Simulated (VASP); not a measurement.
Fe, 1 atom in the cell. The structure is cubic, space group Pm-3m (No. 221). The conventional cell has a = 2.359 Å, b = 2.359 Å, c = 2.359 Å, α = 90.00°, β = 90.00°, γ = 90.00°. Within 3.1 Å of Fe (site symmetry m-3m) lie 6 Fe at 2.36 Å.  This cell differs from its parent crystal: volume scaled by 0.96.

```yaml
Program: VASP 6.6.1
Task: single point
Functional: revPBE
Potentials_or_basis: VASP PAW PBE potentials, release 64 (Fe)
Cutoff: 520 eV
k_mesh: 15 × 15 × 15
Occupations: fermi-dirac, width 0.05 eV
Spin: collinear spin, ferromagnetic start
Starting_moments: "[2.467] μB"
Dipole_correction: no
Further_INCAR_settings: ALGO = Normal; EDIFF = 1e-07; NBANDS = 14
```

Potentials or basis: VASP PAW PBE potentials, release 64 (Fe).

The run is started by

```sh
$ cat potpaw_PBE.64/Fe/POTCAR > POTCAR
$ mpirun -np 1 vasp_std > vasp.out
```

Hardware: 1 thread of Intel(R) Xeon(R) Platinum 8259CL CPU @ 2.50GHz (Skylake/Cascade Lake) (shared host).

Task: How long does it take, and how much memory?

Result: It took 33 s on 1 thread of Intel(R) Xeon(R) Platinum 8259CL CPU @ 2.50GHz (Skylake/Cascade Lake), with other jobs on the host, peak memory 0.14 GiB. Counts: scf iterations 15, k points 120.
